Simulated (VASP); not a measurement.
Input of a VASP 6.6.1 run:

Contents of POSCAR:

```
HfN
1.0
    0.0000000000      1.8539194030      1.8539194030
    1.8539194030      0.0000000000      1.8539194030
    1.8539194030      1.8539194030      0.0000000000
Hf N
1 1
Direct
    0.0000000000      0.0000000000      0.0000000000
    0.5000000000      0.5000000000      0.5000000000
```

INCAR.step1

```
SYSTEM = HfN
PREC = Accurate ; ENCUT = 520
ISMEAR = -1 ; SIGMA = 0.1
LREAL = .False. ; LASPH = .True.
NELM = 80 ; NBANDS = 14
GGA = PE ; ALGO = Normal
EDIFF = 1E-4 ; LWAVE = .True.
LCHARG = .False.
```

Contents of INCAR.step2:

```
SYSTEM = HfN
PREC = Accurate ; ENCUT = 520
EDIFF = 1E-6 ; ISMEAR = -1
SIGMA = 0.1 ; LREAL = .False.
LASPH = .True. ; NELM = 80
ALGO = Normal ; ISIF = 2
LWAVE = .False. ; LCHARG = .True.
METAGGA = R2SCAN ; LMIXTAU = .True.
LELF = .True. ; LVHAR = .True.
NBANDS = 14 ; ISTART = 1
```

KPOINTS

```
Automatic mesh
0
Gamma
  15 15 15
  0 0 0
```

Potentials or basis: VASP PAW PBE potentials, release 64 (Hf_pv, N).

Launch:

```sh
$ cat potpaw_PBE.64/Hf_pv/POTCAR potpaw_PBE.64/N/POTCAR > POTCAR
$ cp INCAR.step1 INCAR
$ mpirun -np 1 vasp_std > vasp.out
$ cp INCAR.step2 INCAR
$ mpirun -np 1 vasp_std > vasp.out
```

Question: Estimate the band gap on the k mesh.

Answer: Zero (an odd number of electrons rules out a gap without spin polarisation).

Question: Predict the pressure.

Answer: 591.0 GPa.

Caveat: the cell stands under pressure; the PAW data sets were made with another functional, which shifts forces and pressure a little; spin-orbit coupling is left out, which moves the levels of the heavy elements.
